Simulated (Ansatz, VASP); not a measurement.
**C: VASP beside Ansatz**

```xyz
2
Lattice="0.0297 1.8098 1.8098 1.8098 0.0297 1.8098 1.8098 1.8098 0.0297" Properties=species:S:1:pos:R:3 pbc="T T T"
C     0.0000    0.0000    0.0000
C     0.9124    0.9124    0.9124
```

Change from the starting cell: shear_111 strain +2.5%.

Alike in both runs: task single point; functional r2SCAN; k mesh 12 × 12 × 12; no spin polarisation.

|  | VASP | Ansatz |
| --- | --- | --- |
| version | VASP 6.6.1 | Ansatz 0.2.0 |
| potentials or method | VASP PAW PBE potentials, release 64 (C_h) | plane waves, PAW |
| plane-wave cutoff (eV) | 910 | 500 |
| occupations | gaussian, width 0.01 eV | fixed |
| valence electrons in the cell | 8 | 8 |

```tsv
	VASP	Ansatz	Ansatz less VASP
gap on the k mesh at the Fermi level (eV)	4.31	4.31	-0.002
rms of the force components (eV/Å)	0.004	0.003	-0.0016
```

VASP's potentials were made for PBE, not for r2SCAN. Atom by atom the forces differ by 0.002 eV/Å (rms over components).

Noted on VASP's run: the cutoff is short for stress, so the pressure is rough.
